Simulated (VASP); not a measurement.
Crystal: Te2Pt (Moncheite).

```
Te Pt
1.0
     4.01000    0.00000    0.00000
    -2.00500    3.47276    0.00000
     0.00000    0.00000    5.20100
Te Pt
2 1
Direct
  0.33333 0.66667 0.25000
  0.66667 0.33333 0.75000
  0.00000 0.00000 0.00000
```

| Item | Value |
| --- | --- |
| Program | VASP 6.6.1 |
| Task | relaxation of shape and atoms at fixed volume |
| Functional | PBE |
| Dispersion | D3(BJ) |
| Potentials or basis | VASP PAW PBE potentials, release 64 (Te, Pt) |
| Cutoff | 500 eV |
| k mesh | 10 × 10 × 8 |
| Occupations | gaussian, width 0.05 eV |
| Spin | no spin polarisation |

At the start: pressure 4.6 GPa; volume 24.14 Å³/atom.

How do energy, volume and symmetry change on relaxing?

Over 6 steps the energy falls by 31.3 meV/atom; space group P-3m1 (No. 164, to 0.05 Å).

Step by step:
| step | energy change (eV) | largest force (eV/Å) | pressure (GPa) | volume (Å³) |
| --- | --- | --- | --- | --- |
| 1 | 0.0000 | 1.0314 | 4.63 | 72.43 |
| 2 | -0.0761 | 0.4181 | 1.87 | 72.43 |
| 3 | -0.0925 | 0.0530 | 0.02 | 72.43 |
| 4 | -0.0926 | 0.0246 | 0.13 | 72.43 |
| 5 | -0.0935 | 0.0126 | 0.04 | 72.43 |
| 6 | -0.0938 | 0.0017 | -0.04 | 72.43 |

Final structure:
```yaml
crystal:
  lattice:
    - [4.05182, 0.00000, 0.00000]
    - [-2.02591, 3.50898, 0.00000]
    - [0.00000, 0.00000, 5.09419]
  atoms:
    - { symbol: Te, position: [0.33333, 0.66667, 0.26647] }
    - { symbol: Te, position: [0.66667, 0.33333, 0.73353] }
    - { symbol: Pt, position: [0.00000, 0.00000, 0.00000] }
```

Caveat: pairwise dispersion overbinds metals, which lowers pressure and volume.
